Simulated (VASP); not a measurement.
# MgPbBr3 (Pm-3m) in VASP: further runs

MgPbBr3 is run at these levels: PBE; tasks: single point, relaxation of cell and atoms.

All numbers are computed with VASP 6.6.1; they aren't measurements. Logs are shortened: lines on timing, memory, paths and dates and some standing lists are left out, and cuts for length are marked.

**1. The cell of the first run**

Symmetry: Pm-3m, No. 221, cubic system. The conventional cell has a = 5.148 Å, b = 5.148 Å, c = 5.148 Å, α = 90.00°, β = 90.00°, γ = 90.00°. Within 3.4 Å of Mg (site symmetry m-3m) lie 6 Br at 2.57 Å. Within 4.8 Å of Pb (site symmetry m-3m) lie 12 Br at 3.64 Å and 8 Mg at 4.46 Å. Within 3.4 Å of Br (site symmetry 4/mmm) lie 2 Mg at 2.57 Å.

**2. Single point, PBE**

INCAR

```
SYSTEM = MgPbBr3
PREC = Accurate ; ENCUT = 520
EDIFF = 1E-7 ; ISMEAR = 0
SIGMA = 0.1 ; LREAL = .FALSE.
LASPH = .TRUE. ; NELM = 80
ALGO = Normal ; ISIF = 2
LWAVE = .FALSE. ; LCHARG = .TRUE.
GGA = PE ; LELF = .TRUE.
LVHAR = .TRUE. ; NBANDS = 26
```

KPOINTS

```
Automatic mesh
0
G
  4 4 4
  0 0 0
```

POSCAR

```
MgPbBr3
1.0
    5.1480348300      0.0000000000      0.0000000000
    0.0000000000      5.1480348300      0.0000000000
    0.0000000000      0.0000000000      5.1480348300
Mg Pb Br
1 1 3
Direct
    0.5000000000      0.5000000000      0.5000000000
    0.0000000000      0.0000000000      0.0000000000
    0.0000000000      0.5000000000      0.5000000000
    0.5000000000      0.0000000000      0.5000000000
    0.5000000000      0.5000000000      0.0000000000
```

Potentials or basis: VASP PAW PBE potentials, release 64 (Mg, Pb_d, Br).

On the command line:

```sh
$ cat potpaw_PBE.64/Mg/POTCAR potpaw_PBE.64/Pb_d/POTCAR potpaw_PBE.64/Br/POTCAR > POTCAR
$ mpirun -np 1 vasp_std > vasp.out
```

OUTCAR:

```text
SYSTEM = MgPbBr3
   PREC = Accurate
   ENCUT = 520
   EDIFF = 1E-7
   ISMEAR = 0
   LREAL = .FALSE.
   LASPH = .TRUE.
   NELM = 80
   ISIF = 2
   GGA = PE

 ion  position               nearest neighbor table
   1  0.500  0.500  0.500-   3 2.57   4 2.57   5 2.57   5 2.57   4 2.57   3 2.57
   2  0.000  0.000  0.000-
   3  0.000  0.500  0.500-   1 2.57   1 2.57
   4  0.500  0.000  0.500-   1 2.57   1 2.57
   5  0.500  0.500  0.000-   1 2.57   1 2.57

  LATTYP: Found a simple cubic cell.
 ALAT       =     5.1480348300

  Lattice vectors:

 A1 = (   5.1480348300,   0.0000000000,   0.0000000000)
 A2 = (   0.0000000000,   5.1480348300,   0.0000000000)
 A3 = (   0.0000000000,   0.0000000000,   5.1480348300)

Analysis of symmetry for initial positions (statically):
=====================================================================
 Subroutine PRICEL returns:
 Original cell was already a primitive cell.

 Routine SETGRP: Setting up the symmetry group for a
 simple cubic supercell.

 Subroutine GETGRP returns: Found 48 space group operations
 (whereof 48 operations were pure point group operations)
 out of a pool of 48 trial point group operations.

The static configuration has the point symmetry O_h .

Analysis of symmetry for dynamics (positions and initial velocities):
=====================================================================
 Subroutine PRICEL returns:
 Original cell was already a primitive cell.

 Routine SETGRP: Setting up the symmetry group for a
 simple cubic supercell.

 Subroutine GETGRP returns: Found 48 space group operations
 (whereof 48 operations were pure point group operations)
 out of a pool of 48 trial point group operations.

The dynamic configuration has the point symmetry O_h .

 Subroutine INISYM returns: Found 48 space group operations
 (whereof 48 operations are pure point group operations),
 and found     1 'primitive' translations

----------------------------------------------------------------------------------------

                                     Primitive cell

  volume of cell :     136.4346

  direct lattice vectors                    reciprocal lattice vectors
     5.148034830  0.000000000  0.000000000     0.194248880  0.000000000  0.000000000
     0.000000000  5.148034830  0.000000000     0.000000000  0.194248880  0.000000000
     0.000000000  0.000000000  5.148034830     0.000000000  0.000000000  0.194248880

  length of vectors
     5.148034830  5.148034830  5.148034830     0.194248880  0.194248880  0.194248880

  position of ions in fractional coordinates (direct lattice)
     0.500000000  0.500000000  0.500000000
     0.000000000  0.000000000  0.000000000
     0.000000000  0.500000000  0.500000000
     0.500000000  0.000000000  0.500000000
     0.500000000  0.500000000  0.000000000

  ion indices of the primitive-cell ions
   primitive index   ion index
                 1           1
                 2           2
                 3           3
                 4           4
                 5           5

----------------------------------------------------------------------------------------

 KPOINTS: Automatic mesh

Automatic generation of k-mesh.
 Grid dimensions read from file:
 generate k-points for:    4    4    4

 Generating k-lattice:

  Cartesian coordinates                     Fractional coordinates (reciprocal lattice)
     0.048562220  0.000000000  0.000000000     0.250000000  0.000000000  0.000000000
     0.000000000  0.048562220  0.000000000     0.000000000  0.250000000  0.000000000
     0.000000000  0.000000000  0.048562220     0.000000000  0.000000000  0.250000000

  Length of vectors
     0.048562220  0.048562220  0.048562220

  Shift w.r.t. Gamma in fractional coordinates (k-lattice)
     0.000000000  0.000000000  0.000000000

 Subroutine IBZKPT returns following result:
 ===========================================

 Found     10 irreducible k-points:

 Following reciprocal coordinates:
            Coordinates               Weight
  0.000000  0.000000  0.000000      1.000000
  0.250000  0.000000  0.000000      6.000000
  0.500000  0.000000  0.000000      3.000000
  0.250000  0.250000  0.000000     12.000000
  0.500000  0.250000  0.000000     12.000000
  0.500000  0.500000  0.000000      3.000000
  0.250000  0.250000  0.250000      8.000000
  0.500000  0.250000  0.250000     12.000000
  0.500000  0.500000  0.250000      6.000000
  0.500000  0.500000  0.500000      1.000000
   k-points           NKPTS =     10   k-points in BZ     NKDIM =     10   number of bands    NBANDS=     26
   number of dos      NEDOS =    301   number of ions     NIONS =      5
   total plane-waves  NPLWV =  64000
   dimension x,y,z NGX =    40 NGY =   40 NGZ =   40
   dimension x,y,z NGXF=    80 NGYF=   80 NGZF=   80
   ions per type =               1   1   3
   NGX,Y,Z   is equivalent  to a cutoff of  12.92, 12.92, 12.92 a.u.
   NGXF,Y,Z  is equivalent  to a cutoff of  25.83, 25.83, 25.83 a.u.
 SYSTEM =  MgPbBr3
   PREC   = accura    normal or accurate (medium, high low for compatibility)
   ISTART =      0    job   : 0-new  1-cont  2-samecut
   ICHARG =      2    charge: 1-file 2-atom 10-const
   ISPIN  =      1    spin polarized calculation?
   LNONCOLLINEAR =      F non collinear calculations
   LSORBIT =      F    spin-orbit coupling
   LASPH  =      T    aspherical Exc in radial PAW
   ENCUT  =  520.0 eV  38.22 Ry    6.18 a.u.   9.57  9.57  9.57*2*pi/ulx,y,z
   NELM   =     80;   NELMIN=  2; NELMDL= -5     # of ELM steps
   EDIFF  = 0.1E-06   stopping-criterion for ELM
   LREAL  =      F    real-space projection
   EDIFFG = 0.1E-05   stopping-criterion for IOM
   NSW    =      0    number of steps for IOM
   IBRION =     -1    ionic relax: 0-MD 1-quasi-New 2-CG
   NFREE  =      0    steps in history (QN), initial steepest desc. (CG)
   ISIF   =      2    stress and relaxation
   ISYM   =      2    0-nonsym 1-usesym 2-fastsym
   POTIM  = 0.5000    time-step for ionic-motion
   TEBEG  =    0.0;   TEEND  =   0.0 temperature during run
   PSTRESS=    0.0 pullay stress
   NELECT =      37.0000    total number of electrons
   NUPDOWN=      -1.0000    fix difference up-down
   EMIN   =  10.00;   EMAX   =-10.00  energy-range for DOS
   EFERMI =   0.00;   METHOD = LEGACY
   ISMEAR =     0;   SIGMA  =   0.10  broadening in eV -4-tet -1-fermi 0-gaus
   EFERMI_NEDOS =   21; number of points for ismear=-14 and -15
   IALGO  =     38    algorithm
   IMIX   =      4    mixing-type and parameters
     AMIX     =   0.40;   BMIX     =  1.00
     AMIX_MAG =   1.60;   BMIX_MAG =  1.00
  volume/ion in A,a.u.               =      27.29       184.14
  Fermi-wavevector in a.u.,A,eV,Ry     =   1.059662  2.002470 15.277751  1.122883
  Thomas-Fermi vector in A             =   2.195015
   LORBIT       =      0    0 simple, 1 ext, 2 COOP (PROOUT), +10 PAW based schemes
   GGA     = PE    functional components
   LHFCALC =     F    Hartree Fock is set to
   AEXX    =    0.0000 exact exchange contribution
   IVDW    =     0    specifies the selected vdW correction
   LEPSILON=     F    determine dielectric tensor
   LRPA    =     F    only Hartree local field effects (RPA)
 non-spin polarized calculation
 Gauss-broadening in eV      SIGMA  =   0.10
  energy-cutoff  :      520.00
  volume of cell :      136.43
 maximum number of plane-waves:      3743
 NGX is ok and might be reduce to    40
   NGX = 19   NGY = 19   NGZ = 19

 number of electron      37.0000005 magnetization

 Free energy of the ion-electron system (eV)
  ---------------------------------------------------
  ext. energy  EPLUGINS =         0.00000000
  ---------------------------------------------------
  free energy    TOTEN  =       -14.05673361 eV

  energy without entropy =      -14.03908317  energy(sigma->0) =      -14.04790839

 E-fermi :   4.8418     XC(G=0):  -9.0130

 val. band max:        4.7993767304   @ k =   0.5000   0.2500   0.0000
 cond. band min:       4.9614044724   @ k =   0.0000   0.0000   0.0000
 fundamental gap:      0.1620277420
 Fermi energy:         4.8417679495

 k-point     1 :       0.0000    0.0000    0.0000
  band No.  band energies     occupation
      1     -13.5028      2.00000
      2     -13.5028      2.00000
      3     -13.4942      2.00000
      4     -13.4942      2.00000
      5     -13.4942      2.00000
      6     -12.3984      2.00000
[... 18 lines left out ...]
     25       8.6260      0.00000
     26       8.6260      0.00000

 k-point     2 :       0.2500    0.0000    0.0000
  band No.  band energies     occupation
      1     -13.5004      2.00000
      2     -13.5000      2.00000
      3     -13.4952      2.00000
      4     -13.4952      2.00000
      5     -13.4941      2.00000
      6     -12.2778      2.00000
[... 18 lines left out ...]
     25       9.4197      0.00000
     26       9.7925      0.00000

 k-point     3 :       0.5000    0.0000    0.0000
  band No.  band energies     occupation
      1     -13.4980      2.00000
      2     -13.4972      2.00000
      3     -13.4962      2.00000
      4     -13.4962      2.00000
      5     -13.4940      2.00000
      6     -12.0798      2.00000
[... 18 lines left out ...]
     25      10.5735      0.00000
     26      11.2892      0.00000

 k-point     4 :       0.2500    0.2500    0.0000
  band No.  band energies     occupation
      1     -13.5002      2.00000
      2     -13.4974      2.00000
      3     -13.4971      2.00000
      4     -13.4951      2.00000
      5     -13.4951      2.00000
      6     -12.1646      2.00000
[... 18 lines left out ...]
     25       9.8911      0.00000
     26      10.3965      0.00000
[... 90 lines left out ...]
      1     -13.5033      2.00000
      2     -13.5023      2.00000
      3     -13.4992      2.00000
      4     -13.4944      2.00000
      5     -13.4927      2.00000
      6     -11.8880      2.00000
[... 18 lines left out ...]
     25      10.6053      0.00000
     26      10.8731      0.00000

 k-point     9 :       0.5000    0.5000    0.2500
  band No.  band energies     occupation
      1     -13.5093      2.00000
      2     -13.5025      2.00000
      3     -13.5025      2.00000
      4     -13.4932      2.00000
      5     -13.4909      2.00000
      6     -11.7044      2.00000
[... 18 lines left out ...]
     25      10.7700      0.00000
     26      11.7916      0.00000

 k-point    10 :       0.5000    0.5000    0.5000
  band No.  band energies     occupation
      1     -13.5088      2.00000
      2     -13.5088      2.00000
      3     -13.5088      2.00000
      4     -13.4908      2.00000
      5     -13.4908      2.00000
      6     -11.6793      2.00000
[... 18 lines left out ...]
     25      11.4069      0.00000
     26      11.5942      0.00000

------------------------ aborting loop because EDIFF is reached ----------------------------------------

  FORCE on cell =-STRESS in cart. coord.  units (eV):
  Direction    XX          YY          ZZ          XY          YZ          ZX
  --------------------------------------------------------------------------------------
  -------------------------------------------------------------------------------------
  Total        2.2908296      2.2908296      2.2908296      0.0000000      0.0000000      0.0000000
  in kB       26.9016518     26.9016518     26.9016518      0.0000000      0.0000000      0.0000000
  external PRESSURE =      26.9016518 kB  Pullay stress =       0.0000000 kB

 VOLUME and BASIS-vectors are now :
 -----------------------------------------------------------------------------
  energy-cutoff  :      520.00
  volume of cell :      136.43
      direct lattice vectors                 reciprocal lattice vectors
     5.148034830  0.000000000  0.000000000     0.194248880  0.000000000  0.000000000
     0.000000000  5.148034830  0.000000000     0.000000000  0.194248880  0.000000000
     0.000000000  0.000000000  5.148034830     0.000000000  0.000000000  0.194248880

 POSITION                                       TOTAL-FORCE (eV/Angst)
 -----------------------------------------------------------------------------------
      2.57402      2.57402      2.57402         0.000000      0.000000      0.000000
      0.00000      0.00000      0.00000         0.000000      0.000000      0.000000
      0.00000      2.57402      2.57402         0.000000      0.000000      0.000000
      2.57402      0.00000      2.57402         0.000000      0.000000      0.000000
      2.57402      2.57402      0.00000         0.000000      0.000000      0.000000
 -----------------------------------------------------------------------------------
    total drift:                                0.000000     -0.000000     -0.000000

  FREE ENERGIE OF THE ION-ELECTRON SYSTEM (eV)
  ---------------------------------------------------
  free  energy   TOTEN  =       -14.0567336147 eV

  energy  without entropy=      -14.0390831706  energy(sigma->0) =      -14.04790839
```

Wall time 31 s (1 thread of Intel Xeon Platinum 8559C (Emerald Rapids), shared host); peak memory 0.26 GiB.

Results:

| Property | Result |
| --- | --- |
| Free energy | -14.0567 eV |
| Pressure | 2.7 GPa |

Levels at points of the mesh, in eV from the Fermi level:
```tsv
k point	band 15	band 16	band 17	band 18	band 19	band 20	band 21	band 22
(0.00, 0.00, 0.00)	-3.98	-3.79	-3.79	-3.79	0.12	1.50	1.50	1.50
(0.50, 0.00, 0.00)	-4.24	-4.19	-3.73	-3.73	-0.76	0.70	0.70	2.51
(0.50, 0.50, 0.00)	-4.48	-4.48	-4.23	-3.04	-0.23	0.69	0.69	4.08
(0.50, 0.50, 0.50)	-4.21	-3.03	-3.03	-3.03	1.54	1.54	1.54	2.98
```

Caveat: spin-orbit coupling is left out, which moves the levels of the heavy elements; an odd number of electrons without spin polarisation forces a metal; a magnetic or distorted state may lie lower.

**3. Single point, PBE**

This run uses another cell than the first one, of 29.43 Å³/atom, 1.079 times its volume.

INCAR

```
SYSTEM = MgPbBr3
  PREC = Accurate
  ENCUT = 520
  EDIFF = 1E-6
  ISMEAR = 0
  SIGMA = 0.1
  LREAL = .False.
  LASPH = .True.
  NELM = 80
  ALGO = Normal
  ISIF = 2
  LWAVE = .False.
  LCHARG = .False.
  GGA = PE
  NBANDS = 26
```

KPOINTS

```
Automatic mesh
0
Gamma
  8 8 8
  0 0 0
```

Changes to POSCAR since step 2:

```diff
@@ -2,5 +2,5 @@
 1.0
-    5.1480348300      0.0000000000      0.0000000000
-    0.0000000000      5.1480348300      0.0000000000
-    0.0000000000      0.0000000000      5.1480348300
+    5.2796014422      0.0000000000      0.0000000000
+    0.0000000000      5.2796014422      0.0000000000
+    0.0000000000      0.0000000000      5.2796014422
 Mg Pb Br
```

Potentials or basis: VASP PAW PBE potentials, release 64 (Mg, Pb_d, Br).

On the command line:

```sh
$ cat potpaw_PBE.64/Mg/POTCAR potpaw_PBE.64/Pb_d/POTCAR potpaw_PBE.64/Br/POTCAR > POTCAR
$ mpirun -np 1 vasp_std > vasp.out
```

Wall time 69 s (1 thread of Intel Xeon Platinum 8559C (Emerald Rapids), shared host); peak memory 0.33 GiB.

The run converged. Its results:

* Free energy: -14.1581 eV
* Pressure: -0.1 GPa

Levels at points of the mesh, in eV from the Fermi level:
```tsv
k point	band 15	band 16	band 17	band 18	band 19	band 20	band 21	band 22
(0.00, 0.00, 0.00)	-3.75	-3.61	-3.61	-3.61	-0.06	1.35	1.35	1.35
(0.50, 0.00, 0.00)	-4.03	-3.97	-3.55	-3.55	-0.63	0.68	0.68	2.20
(0.50, 0.50, 0.00)	-4.18	-4.18	-4.04	-2.92	-0.11	0.62	0.62	4.02
(0.50, 0.50, 0.50)	-4.02	-2.92	-2.92	-2.92	1.37	1.37	1.37	2.95
```

Caveat: spin-orbit coupling is left out, which moves the levels of the heavy elements; an odd number of electrons without spin polarisation forces a metal; a magnetic or distorted state may lie lower.

**4. Relaxation of cell and atoms, PBE**

INCAR

```
PREC     = Accurate       # precision mode
ENCUT    = 600            # plane-wave cutoff, eV
EDIFF    = 1E-6           # SCF threshold, eV
ISMEAR   = 0              # smearing method
SIGMA    = 0.1            # smearing width, eV
LREAL    = F              # projectors in reciprocal space
LASPH    = T              # aspherical terms in the spheres
NELM     = 100            # most SCF steps
ALGO     = Normal         # electronic algorithm
ISIF     = 3              # what is computed and relaxed
LWAVE    = F              # write WAVECAR
LCHARG   = F              # write CHGCAR
GGA      = PE             # functional
IBRION   = 2              # ionic algorithm
NSW      = 100            # ionic steps
EDIFFG   = -0.01          # ionic threshold
```

KPOINTS

```
regular mesh
0
Gamma
  8 8 8
```

Changes to POSCAR since step 3:

```diff
@@ -2,5 +2,5 @@
 1.0
-    5.2796014422      0.0000000000      0.0000000000
-    0.0000000000      5.2796014422      0.0000000000
-    0.0000000000      0.0000000000      5.2796014422
+    5.1480348300      0.0000000000      0.0000000000
+    0.0000000000      5.1480348300      0.0000000000
+    0.0000000000      0.0000000000      5.1480348300
 Mg Pb Br
```

On the command line:

```sh
$ cat potpaw_PBE.64/Mg/POTCAR potpaw_PBE.64/Pb_d/POTCAR potpaw_PBE.64/Br/POTCAR > POTCAR
$ mpirun -np 1 vasp_std > vasp.out
```

It took 3.1 min on 1 thread of Intel Xeon Platinum 8559C (Emerald Rapids), shared host; peak memory 0.37 GiB.

It converged, with:

```yaml
Free_energy: -14.1575 eV
Relaxed_volume: 29.37 Å³/atom
Relaxed_cell: a = 5.276 Å, b = 5.276 Å, c = 5.276 Å, α = 90.00°, β = 90.00°, γ = 90.00°
Space_group_after_relaxing_to_0.05_Å: Pm-3m (No. 221)
Energy_gained_by_relaxing: 15.8 meV/atom
Ionic_steps: 3
Pressure_after_relaxing: 0.0 GPa
```

Step by step:
| step | energy change (eV) | largest force (eV/Å) | pressure (GPa) | volume (Å³) |
| --- | --- | --- | --- | --- |
| 1 | 0.0000 | 0.0000 | 2.62 | 136.43 |
| 2 | -0.0778 | 0.0000 | 0.29 | 145.43 |
| 3 | -0.0790 | 0.0000 | -0.02 | 146.87 |

Final structure:
```
Mg Pb Br
1.0
     5.27604    0.00000    0.00000
     0.00000    5.27604    0.00000
     0.00000    0.00000    5.27604
Mg Pb Br
1 1 3
Direct
  0.50000 0.50000 0.50000
  0.00000 0.00000 0.00000
  0.00000 0.50000 0.50000
  0.50000 0.00000 0.50000
  0.50000 0.50000 0.00000
```

Levels at points of the mesh, in eV from the Fermi level:
```csv
k point,band 14,band 15,band 16,band 17,band 18,band 19,band 20,band 21,band 22
"(0.00, 0.00, 0.00)",-3.75,-3.75,-3.61,-3.61,-3.61,-0.05,1.35,1.35,1.35
"(0.50, 0.00, 0.00)",-4.39,-4.03,-3.97,-3.55,-3.55,-0.63,0.68,0.68,2.21
"(0.50, 0.50, 0.00)",-4.62,-4.19,-4.19,-4.04,-2.93,-0.11,0.63,0.63,4.02
"(0.50, 0.50, 0.50)",-4.03,-4.03,-2.92,-2.92,-2.92,1.38,1.38,1.38,2.96
```

Caveat: spin-orbit coupling is left out, which moves the levels of the heavy elements; an odd number of electrons without spin polarisation forces a metal; a magnetic or distorted state may lie lower.

**5. Overview**

```tsv
task	cell	k mesh	cutoff (eV)	gap on the mesh (eV)	pressure (GPa)
single point	a = 5.148 Å, 5 atoms	4 × 4 × 4	520	none	2.7
single point	a = 5.280 Å, 5 atoms	8 × 8 × 8	520	none	-0.1
relaxation of cell and atoms	relaxed from a = 5.148 Å, 5 atoms	8 × 8 × 8	600	none	0.0
```

Alike in all rows: level PBE; potentials or basis VASP PAW PBE potentials, release 64 (Mg, Pb_d, Br); no spin polarisation; smearing gaussian 0.1 eV.

Caveats: spin-orbit coupling is left out, which moves the levels of the heavy elements; an odd number of electrons without spin polarisation forces a metal; a magnetic or distorted state may lie lower.

Absolute energies hang on the potentials; compare differences alone.
